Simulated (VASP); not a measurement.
# MgO (Pm-3m) in VASP: a series of runs

MgO is run at these levels: PBE, LDA; tasks: single point.

Program: VASP 6.6.1. These are calculated values, not measurements. Logs are shortened: lines on timing, memory, paths and dates and some standing lists are left out, and cuts for length are marked.

## 1. The cell of the first run

It takes space group Pm-3m (No. 221, cubic). Conventional cell: a = 2.660 Å, b = 2.660 Å, c = 2.660 Å, α = 90.00°, β = 90.00°, γ = 90.00°. Mg (site symmetry m-3m) has 8 O at 2.30 Å and 6 Mg at 2.66 Å within 3.0 Å. Within 3.0 Å of O (site symmetry m-3m) lie 8 Mg at 2.30 Å and 6 O at 2.66 Å.

## 2. Single point, PBE

INCAR reads:

```
SYSTEM = MgO
  ALGO = Normal
  EDIFF = 1E-6
  ENCUT = 520
  GGA = PE
  ISIF = 2
  ISMEAR = -1
  LASPH = .True.
  LCHARG = .True.
  LELF = .True.
  LREAL = .False.
  LVHAR = .True.
  LWAVE = .False.
  NBANDS = 11
  NELM = 80
  PREC = Accurate
  SIGMA = 0.02
```

KPOINTS reads:

```
k-points
0
Gamma
  10 10 10
  0 0 0
```

POSCAR reads:

```
MgO
1.0
    2.6598216231      0.0000000000      0.0000000000
    0.0000000000      2.6598216231      0.0000000000
    0.0000000000      0.0000000000      2.6598216231
Mg O
1 1
Direct
    0.0000000000      0.0000000000      0.0000000000
    0.5000000000      0.5000000000      0.5000000000
```

Potentials or basis: VASP PAW PBE potentials, release 64 (Mg, O).

Started as:

```console
> cat potpaw_PBE.64/Mg/POTCAR potpaw_PBE.64/O/POTCAR > POTCAR
> mpirun -np 1 vasp_std > vasp.out
```

OUTCAR:

```text
SYSTEM = MgO
   EDIFF = 1E-6
   ENCUT = 520
   GGA = PE
   ISIF = 2
   ISMEAR = -1
   LASPH = .True.
   LREAL = .False.
   NELM = 80
   PREC = Accurate

 ion  position               nearest neighbor table
   1  0.000  0.000  0.000-   2 2.30   2 2.30   2 2.30   2 2.30   2 2.30   2 2.30   2 2.30   2 2.30

   2  0.500  0.500  0.500-   1 2.30   1 2.30   1 2.30   1 2.30   1 2.30   1 2.30   1 2.30   1 2.30

  LATTYP: Found a simple cubic cell.
 ALAT       =     2.6598216231

  Lattice vectors:

 A1 = (   2.6598216231,   0.0000000000,   0.0000000000)
 A2 = (   0.0000000000,   2.6598216231,   0.0000000000)
 A3 = (   0.0000000000,   0.0000000000,   2.6598216231)

Analysis of symmetry for initial positions (statically):
=====================================================================
 Subroutine PRICEL returns:
 Original cell was already a primitive cell.

 Routine SETGRP: Setting up the symmetry group for a
 simple cubic supercell.

 Subroutine GETGRP returns: Found 48 space group operations
 (whereof 48 operations were pure point group operations)
 out of a pool of 48 trial point group operations.

The static configuration has the point symmetry O_h .

Analysis of symmetry for dynamics (positions and initial velocities):
=====================================================================
 Subroutine PRICEL returns:
 Original cell was already a primitive cell.

 Routine SETGRP: Setting up the symmetry group for a
 simple cubic supercell.

 Subroutine GETGRP returns: Found 48 space group operations
 (whereof 48 operations were pure point group operations)
 out of a pool of 48 trial point group operations.

The dynamic configuration has the point symmetry O_h .

 Subroutine INISYM returns: Found 48 space group operations
 (whereof 48 operations are pure point group operations),
 and found     1 'primitive' translations

----------------------------------------------------------------------------------------

                                     Primitive cell

  volume of cell :      18.8173

  direct lattice vectors                    reciprocal lattice vectors
     2.659821623  0.000000000  0.000000000     0.375965061  0.000000000  0.000000000
     0.000000000  2.659821623  0.000000000     0.000000000  0.375965061  0.000000000
     0.000000000  0.000000000  2.659821623     0.000000000  0.000000000  0.375965061

  length of vectors
     2.659821623  2.659821623  2.659821623     0.375965061  0.375965061  0.375965061

  position of ions in fractional coordinates (direct lattice)
     0.000000000  0.000000000  0.000000000
     0.500000000  0.500000000  0.500000000

  ion indices of the primitive-cell ions
   primitive index   ion index
                 1           1
                 2           2

----------------------------------------------------------------------------------------

 KPOINTS: k-points

Automatic generation of k-mesh.
 Grid dimensions read from file:
 generate k-points for:   10   10   10

 Generating k-lattice:

  Cartesian coordinates                     Fractional coordinates (reciprocal lattice)
     0.037596506  0.000000000  0.000000000     0.100000000  0.000000000  0.000000000
     0.000000000  0.037596506  0.000000000     0.000000000  0.100000000  0.000000000
     0.000000000  0.000000000  0.037596506     0.000000000  0.000000000  0.100000000

  Length of vectors
     0.037596506  0.037596506  0.037596506

  Shift w.r.t. Gamma in fractional coordinates (k-lattice)
     0.000000000  0.000000000  0.000000000

 Subroutine IBZKPT returns following result:
 ===========================================

 Found     56 irreducible k-points:

 Following reciprocal coordinates:
            Coordinates               Weight
  0.000000  0.000000  0.000000      1.000000
  0.100000  0.000000  0.000000      6.000000
  0.200000  0.000000  0.000000      6.000000
  0.300000  0.000000  0.000000      6.000000
  0.400000  0.000000  0.000000      6.000000
  0.500000  0.000000  0.000000      3.000000
[... 16 lines left out ...]
  0.200000  0.100000  0.100000     24.000000
  0.300000  0.100000  0.100000     24.000000
 [... further k-points ...]
   k-points           NKPTS =     56   k-points in BZ     NKDIM =     56   number of bands    NBANDS=     11
   number of dos      NEDOS =    301   number of ions     NIONS =      2
   total plane-waves  NPLWV =   8000
   dimension x,y,z NGX =    20 NGY =   20 NGZ =   20
   dimension x,y,z NGXF=    40 NGYF=   40 NGZF=   40
   ions per type =               1   1
   NGX,Y,Z   is equivalent  to a cutoff of  12.50, 12.50, 12.50 a.u.
   NGXF,Y,Z  is equivalent  to a cutoff of  25.00, 25.00, 25.00 a.u.
 SYSTEM =  MgO
   PREC   = accura    normal or accurate (medium, high low for compatibility)
   ISTART =      0    job   : 0-new  1-cont  2-samecut
   ICHARG =      2    charge: 1-file 2-atom 10-const
   ISPIN  =      1    spin polarized calculation?
   LNONCOLLINEAR =      F non collinear calculations
   LSORBIT =      F    spin-orbit coupling
   LASPH  =      T    aspherical Exc in radial PAW
   ENCUT  =  520.0 eV  38.22 Ry    6.18 a.u.   4.95  4.95  4.95*2*pi/ulx,y,z
   NELM   =     80;   NELMIN=  2; NELMDL= -5     # of ELM steps
   EDIFF  = 0.1E-05   stopping-criterion for ELM
   LREAL  =      F    real-space projection
   EDIFFG = 0.1E-04   stopping-criterion for IOM
   NSW    =      0    number of steps for IOM
   IBRION =     -1    ionic relax: 0-MD 1-quasi-New 2-CG
   NFREE  =      0    steps in history (QN), initial steepest desc. (CG)
   ISIF   =      2    stress and relaxation
   ISYM   =      2    0-nonsym 1-usesym 2-fastsym
   POTIM  = 0.5000    time-step for ionic-motion
   TEBEG  =    0.0;   TEEND  =   0.0 temperature during run
   PSTRESS=    0.0 pullay stress
   NELECT =       8.0000    total number of electrons
   NUPDOWN=      -1.0000    fix difference up-down
   EMIN   =  10.00;   EMAX   =-10.00  energy-range for DOS
   EFERMI =   0.00;   METHOD = LEGACY
   ISMEAR =    -1;   SIGMA  =   0.02  broadening in eV -4-tet -1-fermi 0-gaus
   EFERMI_NEDOS =   21; number of points for ismear=-14 and -15
   IALGO  =     38    algorithm
   IMIX   =      4    mixing-type and parameters
     AMIX     =   0.40;   BMIX     =  1.00
     AMIX_MAG =   1.60;   BMIX_MAG =  1.00
  volume/ion in A,a.u.               =       9.41        63.49
  Fermi-wavevector in a.u.,A,eV,Ry     =   1.230984  2.326222 20.617193  1.515321
  Thomas-Fermi vector in A             =   2.365811
   LORBIT       =      0    0 simple, 1 ext, 2 COOP (PROOUT), +10 PAW based schemes
   GGA     = PE    functional components
   LHFCALC =     F    Hartree Fock is set to
   AEXX    =    0.0000 exact exchange contribution
   IVDW    =     0    specifies the selected vdW correction
   LEPSILON=     F    determine dielectric tensor
   LRPA    =     F    only Hartree local field effects (RPA)
 non-spin polarized calculation
  energy-cutoff  :      520.00
  volume of cell :       18.82
 maximum number of plane-waves:       518
 NGX is ok and might be reduce to    20
   NGX =  9   NGY =  9   NGZ =  9

 number of electron       7.9999994 magnetization

 Free energy of the ion-electron system (eV)
  ---------------------------------------------------
  ext. energy  EPLUGINS =         0.00000000
  ---------------------------------------------------
  free energy    TOTEN  =       -10.40085491 eV

  energy without entropy =      -10.40085491  energy(sigma->0) =      -10.40085491

 E-fermi :   5.1526     XC(G=0): -11.1714

 val. band max:        4.7428483378   @ k =   0.5000   0.5000   0.0000
 cond. band min:       6.9905822033   @ k =   0.0000   0.0000   0.0000
 fundamental gap:      2.2477338656
 Fermi energy:         5.1526325396

 k-point     1 :       0.0000    0.0000    0.0000
  band No.  band energies     occupation
      1     -13.5694      2.00000
      2       3.7689      2.00000
      3       3.7689      2.00000
      4       3.7689      2.00000
      5       6.9906      0.00000
      6      15.1326      0.00000
      7      15.1326      0.00000
      8      24.5569      0.00000
      9      24.5569      0.00000
     10      24.5569      0.00000
     11      31.8471      0.00000

 k-point     2 :       0.1000    0.0000    0.0000
  band No.  band energies     occupation
      1     -13.4757      2.00000
      2       2.9241      2.00000
      3       3.8086      2.00000
      4       3.8086      2.00000
      5       7.6228      0.00000
      6      15.3084      0.00000
      7      15.3363      0.00000
      8      24.3968      0.00000
      9      24.3968      0.00000
     10      24.7570      0.00000
     11      30.9177      0.00000

 k-point     3 :       0.2000    0.0000    0.0000
  band No.  band energies     occupation
      1     -13.2170      2.00000
      2       1.3597      2.00000
      3       3.9147      2.00000
      4       3.9147      2.00000
      5       8.7215      0.00000
      6      15.4801      0.00000
      7      15.9432      0.00000
      8      23.9255      0.00000
      9      23.9255      0.00000
     10      25.6487      0.00000
     11      28.9624      0.00000

 k-point     4 :       0.3000    0.0000    0.0000
  band No.  band energies     occupation
      1     -12.8657      2.00000
      2      -0.1307      2.00000
      3       4.0503      2.00000
      4       4.0503      2.00000
      5       9.8501      0.00000
      6      15.1399      0.00000
      7      16.9326      0.00000
      8      23.2605      0.00000
      9      23.2605      0.00000
     10      25.8837      0.00000
     11      27.5827      0.00000

 k-point     5 :       0.4000    0.0000    0.0000
  band No.  band energies     occupation
      1     -12.5483      2.00000
      2      -1.1896      2.00000
      3       4.1641      2.00000
      4       4.1641      2.00000
      5      10.9202      0.00000
      6      14.3710      0.00000
      7      18.2138      0.00000
      8      22.6846      0.00000
      9      22.6846      0.00000
     10      23.3448      0.00000
     11      28.1037      0.00000
[... 211 lines left out ...]
 k-point    21 :       0.5000    0.5000    0.0000
  band No.  band energies     occupation
      1     -11.5957      2.00000
      2       0.1895      2.00000
      3       0.1895      2.00000
      4       4.7428      2.00000
      5       9.5768      0.00000
      6      16.5993      0.00000
      7      16.5993      0.00000
      8      17.8498      0.00000
      9      23.8338      0.00000
     10      23.8338      0.00000
     11      29.1164      0.00000

 k-point    22 :       0.1000    0.1000    0.1000
  band No.  band energies     occupation
      1     -13.2932      2.00000
      2       2.6020      2.00000
      3       3.3387      2.00000
      4       3.3387      2.00000
      5       8.6685      0.00000
      6      15.6260      0.00000
      7      15.6260      0.00000
      8      23.0792      0.00000
      9      25.1859      0.00000
     10      25.1859      0.00000
     11      28.7405      0.00000

 k-point    23 :       0.2000    0.1000    0.1000
  band No.  band energies     occupation
      1     -13.0441      2.00000
      2       1.4661      2.00000
      3       3.2055      2.00000
      4       3.4758      2.00000
      5       9.6164      0.00000
      6      15.7128      0.00000
      7      15.9983      0.00000
      8      22.4866      0.00000
      9      24.4053      0.00000
     10      26.4953      0.00000
     11      27.1711      0.00000

 k-point    24 :       0.3000    0.1000    0.1000
  band No.  band energies     occupation
      1     -12.7067      2.00000
      2       0.0761      2.00000
      3       3.3943      2.00000
      4       3.6531      2.00000
      5      10.6262      0.00000
      6      15.2032      0.00000
      7      16.5249      0.00000
      8      22.3775      0.00000
      9      23.2436      0.00000
     10      26.1949      0.00000
     11      26.5534      0.00000

 [... further k-points ...]

------------------------ aborting loop because EDIFF is reached ----------------------------------------

  FORCE on cell =-STRESS in cart. coord.  units (eV):
  Direction    XX          YY          ZZ          XY          YZ          ZX
  --------------------------------------------------------------------------------------
  -------------------------------------------------------------------------------------
  Total       -0.0844905     -0.0844905     -0.0844905      0.0000000     -0.0000000     -0.0000000
  in kB       -7.1938453     -7.1938453     -7.1938453      0.0000000     -0.0000000     -0.0000000
  external PRESSURE =      -7.1938453 kB  Pullay stress =       0.0000000 kB

 VOLUME and BASIS-vectors are now :
 -----------------------------------------------------------------------------
  energy-cutoff  :      520.00
  volume of cell :       18.82
      direct lattice vectors                 reciprocal lattice vectors
     2.659821623  0.000000000  0.000000000     0.375965061  0.000000000  0.000000000
     0.000000000  2.659821623  0.000000000     0.000000000  0.375965061  0.000000000
     0.000000000  0.000000000  2.659821623     0.000000000  0.000000000  0.375965061

 POSITION                                       TOTAL-FORCE (eV/Angst)
 -----------------------------------------------------------------------------------
      0.00000      0.00000      0.00000         0.000000      0.000000      0.000000
      1.32991      1.32991      1.32991         0.000000      0.000000      0.000000
 -----------------------------------------------------------------------------------
    total drift:                                0.000000      0.000000      0.000000

  FREE ENERGIE OF THE ION-ELECTRON SYSTEM (eV)
  ---------------------------------------------------
  free  energy   TOTEN  =       -10.4008549148 eV

  energy  without entropy=      -10.4008549148  energy(sigma->0) =      -10.40085491
```

It took 4 s on 1 thread of Intel Xeon 6975P-C (Granite Rapids), shared host; peak memory 0.13 GiB.

Results:

```
Free energy            : -10.4009 eV
Pressure               : -0.7 GPa
Band gap on the k mesh : 2.25 eV (least direct gap 3.22 eV)
```

A k mesh can miss the band edges.

[end of part 1 of 2]
